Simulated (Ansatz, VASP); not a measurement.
# Au: VASP beside Ansatz

```xyz
2
Lattice="1.4113 -2.5559 0.0000 1.4113 2.5559 0.0000 0.0000 0.0000 4.8932" Properties=species:S:1:pos:R:3 pbc="T T T"
Au    1.4113   -0.8451    1.2233
Au    1.4113    0.8451    3.6699
```

Alike in both runs: task relaxation of cell and atoms; functional PBE; k mesh 16 × 16 × 10; occupations gaussian, width 0.1 eV; no spin polarisation.

```csv
,VASP,Ansatz
version,VASP 6.6.1,Ansatz 0.2.0
potentials or method,"VASP PAW PBE potentials, release 64 (Au), cutoff 600 eV","scalar-relativistic, plane waves, PAW"
valence electrons in the cell,22,38
```

Ansatz gave:

| Quantity | Value |
| --- | --- |
| gap on the k mesh at the Fermi level, each at its own relaxed structure (eV) | none |
| relaxed volume (Å³/atom) | 18.02 |
| relaxed cell length with the largest relative difference (Å) | 4.892 |

Task: What did VASP give for the same quantities?

Result: gap on the k mesh at the Fermi level, each at its own relaxed structure (eV): none; relaxed volume (Å³/atom): 17.99; relaxed cell length with the largest relative difference (Å): 4.888.

A gap of «none» marks a metal or a gap that the smearing closes. VASP's potentials hold 22 valence electrons a cell and Ansatz's 38, so a difference there can come from the potentials and not from the codes.

Neither program's run includes spin-orbit coupling.
